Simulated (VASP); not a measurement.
A run of VASP 6.6.1 is set up as follows.

Contents of INCAR:

```
  PREC = Accurate
  ENCUT = 520
  EDIFF = 1E-6
  ISMEAR = 0
  SIGMA = 0.05
  LREAL = False
  LASPH = True
  NELM = 60
  ALGO = Normal
  ISIF = 2
  LWAVE = False
  LCHARG = False
  GGA = CA
  NBANDS = 35
```

The input KPOINTS:

```
Automatic mesh
0
Gamma
  12 12 4
```

The input POSCAR:

```
WS2
1.0
    3.1541676745      0.0000000000      0.0000000000
   -1.5770838372      2.7315893339      0.0000000000
    0.0000000000      0.0000000000     12.2592083320
W S
2 4
Direct
    0.3333333333      0.6666666667      0.2500000000
    0.6666666667      0.3333333333      0.7500000000
    0.3333333333      0.6666666667      0.6008596918
    0.6666666667      0.3333333333      0.1008596918
    0.3333333333      0.6666666667      0.8991403082
    0.6666666667      0.3333333333      0.3991403082
```

Potentials or basis: VASP PAW LDA potentials, release 64 (W_sv, S).

Run with:

```sh
$ cat potpaw_LDA.64/W_sv/POTCAR potpaw_LDA.64/S/POTCAR > POTCAR
$ mpirun -np 1 vasp_std > vasp.out
```

Q: Predict the band gap on the k mesh.

A: 0.38 eV (least direct gap 0.97 eV).

Q: Estimate the largest force.

A: 3.991 eV/Å.

Q: What does it give for the pressure?

A: -22.8 GPa.

Forces in eV/Å, atoms in the order of the input:
```
W    0.000  0.000  0.000
W    0.000  0.000  0.000
S    0.000  0.000  3.991
S    0.000  0.000  3.991
S    0.000  0.000 -3.991
S    0.000  0.000 -3.991
```

Caveat: the cell differs from its parent crystal (atoms shifted along a free coordinate); the stress differs along the axes, from -40 to -14 GPa; spin-orbit coupling is left out, which moves the levels of the heavy elements; forces of over 1 eV/Å act on the atoms, so gaps and moduli don't describe the material at rest. A k mesh can miss the band edges.
